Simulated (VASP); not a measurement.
Write the native input for VASP 6.6.1 that does the following.

| Item | Value |
| --- | --- |
| Task | single point |
| Functional | PBE |
| Potentials or basis | VASP PAW PBE potentials, release 64 (Cu, Cl) |
| Cutoff | 520 eV |
| k mesh | 6 × 6 × 1 |
| Occupations | gaussian, width 0.1 eV |
| Spin | no spin polarisation |
| Dipole correction | yes |
| Further INCAR settings | ALGO = Normal; EDIFF = 1e-07; NBANDS = 82 |

The structure of Cu12Cl lies in POSCAR:

```
Cu12Cl
1.0
    5.1319544695      0.0000000000      0.0000000000
   -2.5659772347      4.4444029416      0.0000000000
    0.0000000000      0.0000000000     19.6215699677
Cu Cl
12 1
Direct
    0.3333333333      0.1666666667      0.2038572860
    0.3333333333      0.6666666667      0.2038572860
    0.8333333333      0.1666666667      0.2038572860
    0.8333333333      0.6666666667      0.2038572860
    0.1666666667      0.3333333334      0.3088787987
    0.1666666667      0.8333333334      0.3088787987
    0.6666666667      0.3333333334      0.3088787987
    0.6666666667      0.8333333333      0.3088787987
    0.0000000000      0.0000000000      0.4139103028
    0.0000000000      0.5000000000      0.4139103028
    0.5000000000      0.0000000000      0.4139103028
    0.5000000000      0.5000000000      0.4139103028
    0.1666666667      0.0833333334      0.5190131979
```

The input as run:

INCAR

```
SYSTEM = Cu12Cl
  PREC = Accurate
  ENCUT = 520
  EDIFF = 1E-7
  ISMEAR = 0
  SIGMA = 0.1
  LREAL = .FALSE.
  LASPH = .TRUE.
  NELM = 60
  ALGO = Normal
  ISIF = 2
  LWAVE = .FALSE.
  LCHARG = .FALSE.
  LDIPOL = .TRUE.
  IDIPOL = 3
  DIPOL = 0.5 0.5 0.325
  GGA = PE
  NBANDS = 82
```

KPOINTS

```
Automatic mesh
0
G
  6 6 1
  0 0 0
```

Potentials or basis: VASP PAW PBE potentials, release 64 (Cu, Cl).

Command:

```console
$ cat potpaw_PBE.64/Cu/POTCAR potpaw_PBE.64/Cl/POTCAR > POTCAR
$ mpirun -np 1 vasp_std > vasp.out
```

Results of the run:

The largest force is 0.416 eV/Å. The band gap on the k mesh is zero (an odd number of electrons rules out a gap without spin polarisation).

Caveat: an odd number of electrons without spin polarisation forces a metal; a magnetic or distorted state may lie lower.

It took 40 min on 1 thread of Intel Xeon 8259CL (shared host), peak memory 0.75 GiB.
